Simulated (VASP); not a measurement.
Here is a VASP 6.6.1 calculation.

POSCAR

```
GaN
1.0
    0.0000000000      2.2535006075      2.2535006075
    2.2535006075      0.0000000000      2.2535006075
    2.2535006075      2.2535006075      0.0000000000
Ga N
1 1
Direct
    0.0000000000      0.0000000000      0.0000000000
    0.2500000000      0.2500000000      0.2500000000
```

Contents of INCAR.step1:

```
SYSTEM = GaN
  PREC = Accurate
  ENCUT = 520
  EDIFF = 1E-5
  ISMEAR = -1
  SIGMA = 0.05
  LREAL = .False.
  LASPH = .True.
  NELM = 80
  ALGO = Normal
  ISIF = 2
  LWAVE = .True.
  LCHARG = .False.
  NBANDS = 16
  GGA = PE
```

Contents of INCAR.step2:

```
SYSTEM = GaN
  PREC = Accurate
  ENCUT = 520
  EDIFF = 1E-6
  ISMEAR = -1
  SIGMA = 0.05
  LREAL = .False.
  LASPH = .True.
  NELM = 80
  ALGO = Normal
  ISIF = 2
  LWAVE = .False.
  LCHARG = .False.
  GGA = B5
  LHFCALC = .True.
  AEXX = 0.2
  AGGAX = 0.72
  AGGAC = 0.81
  ALDAC = 0.19
  PRECFOCK = Normal
  NBANDS = 16
  ISTART = 1
```

File KPOINTS:

```
Automatic mesh
0
Gamma
  5 5 5
  0 0 0
```

Potentials or basis: VASP PAW PBE potentials, release 64 (Ga_d, N).

Command:

```bash
$ cat potpaw_PBE.64/Ga_d/POTCAR potpaw_PBE.64/N/POTCAR > POTCAR
$ cp INCAR.step1 INCAR
$ mpirun -np 1 vasp_std > vasp.out
$ cp INCAR.step2 INCAR
$ mpirun -np 1 vasp_std > vasp.out
```

Q: What does it give for the pressure?

A: 5.4 GPa.

Q: What does it give for the band gap on the k mesh?

A: 3.42 eV, direct.

Caveat: the k points lie up to 0.48 Å⁻¹ apart; the PAW data sets were made with another functional, which shifts forces and pressure a little.
